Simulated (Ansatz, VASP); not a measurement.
# TlO7 in VASP and in Ansatz

```xyz
8
Lattice="4.5479 0.0000 0.0000 0.0000 4.5479 0.0000 0.0000 0.0000 4.5479" Properties=species:S:1:pos:R:3 pbc="T T T"
Tl    2.2740    2.2740    2.2740
O     0.5457    2.2740    2.2740
O     4.0022    2.2740    2.2740
O     2.2740    0.5457    2.2740
O     2.2740    4.0022    2.2740
O     2.2740    2.2740    0.5457
O     2.2740    2.2740    4.0022
O     0.0000    0.0000    0.0000
```

Alike in both runs: task relaxation of cell and atoms; functional PBE; k mesh 4 × 4 × 4; occupations gaussian, width 0.1 eV; no spin polarisation.

|  | VASP | Ansatz |
| --- | --- | --- |
| version | VASP 6.6.1 | Ansatz 0.2.0 |
| potentials or method | VASP PAW PBE potentials, release 64 (Tl_d, O), cutoff 600 eV | scalar-relativistic, plane waves, PAW |
| valence electrons in the cell | 55 | 55 |

|  | VASP | Ansatz | Ansatz less VASP |
| --- | --- | --- | --- |
| gap on the k mesh at the Fermi level, each at its own relaxed structure (eV) | none | none | - |
| relaxed volume (Å³/atom) | 23.90 | 42.40 | +18.503 |
| relaxed cell length with the largest relative difference (Å) | 5.761 | 6.974 | +1.2134 |

A gap of «none» marks a metal or a gap that the smearing closes. One of these differences is far larger than is usual between the two programs; its cause wasn't traced.

Neither program's run includes spin-orbit coupling. Noted on VASP's run: the standard files for N, O and F lose accuracy on very short bonds; the volume moved by over 15 % at a fixed basis, so the end points are rough.
